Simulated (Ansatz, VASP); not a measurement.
**Two plane-wave programs on Al**

Contents of INCAR:

```
SYSTEM = Al
PREC = Accurate ; ENCUT = 520
EDIFF = 1E-7 ; ISMEAR = 0
SIGMA = 0.15 ; LREAL = .FALSE.
LASPH = .TRUE. ; NELM = 60
ALGO = Fast ; ISIF = 2
LWAVE = .FALSE. ; LCHARG = .FALSE.
GGA = PE ; IVDW = 12
NBANDS = 14
```

File KPOINTS:

```
regular mesh
0
G
  18 18 4
  0 0 0
```

Contents of POSCAR:

```
Al
1.0
    3.0114000000      0.0000000000      0.0000000000
   -1.5057000000      2.6079489009      0.0000000000
    0.0000000000      0.0000000000      7.6442000000
Al
4
Direct
    0.0000000000      0.0000000000      0.0000000000
    0.3333333333      0.6666666667      0.2500000000
    0.0000000000      0.0000000000      0.5000000000
    0.6666666667      0.3333333333      0.7500000000
```

Input for Ansatz:

```yaml
crystal:
  lattice:
    - [3.0114, 0.0, 0.0]
    - [-1.5057, 2.6079489009, 0.0]
    - [0.0, 0.0, 7.6442]
  atoms:
    - { symbol: Al, position: [0.0, 0.0, 0.0] }
    - { symbol: Al, position: [0.3333333333, 0.6666666667, 0.25] }
    - { symbol: Al, position: [0.0, 0.0, 0.5] }
    - { symbol: Al, position: [0.6666666667, 0.3333333333, 0.75] }
basis:
  ecutwfc: 420
kpoints:
  mp_grid: { grid: [18, 18, 4] }
hamiltonian:
  xc: pbe
  pseudopotentials: { kind: paw, azcp: { folder: soft_1 } }
  dispersion: d3bj
scf:
  occupations: { method: gaussian, width: 0.15 }
output:
  forces: true
  stress: true
  eigenvalues: true
```

Alike in both runs: task single point; functional PBE; dispersion D3(BJ); k mesh 18 × 18 × 4; occupations gaussian, width 0.15 eV; no spin polarisation.

```csv
,VASP,Ansatz
version,VASP 6.6.1,Ansatz 0.2.0
potentials or method,"VASP PAW PBE potentials, release 64 (Al), cutoff 520 eV","scalar-relativistic, plane waves, PAW"
valence electrons in the cell,12,12
```

```tsv
	VASP	Ansatz	Ansatz less VASP
gap on the k mesh at the Fermi level (eV)	none	none	-
pressure (GPa)	12.7	12.7	-0.02
traceless stress, the component that is largest in VASP (GPa)	15.41	15.41	+0.003
```

A gap of «none» marks a metal or a gap that the smearing closes.
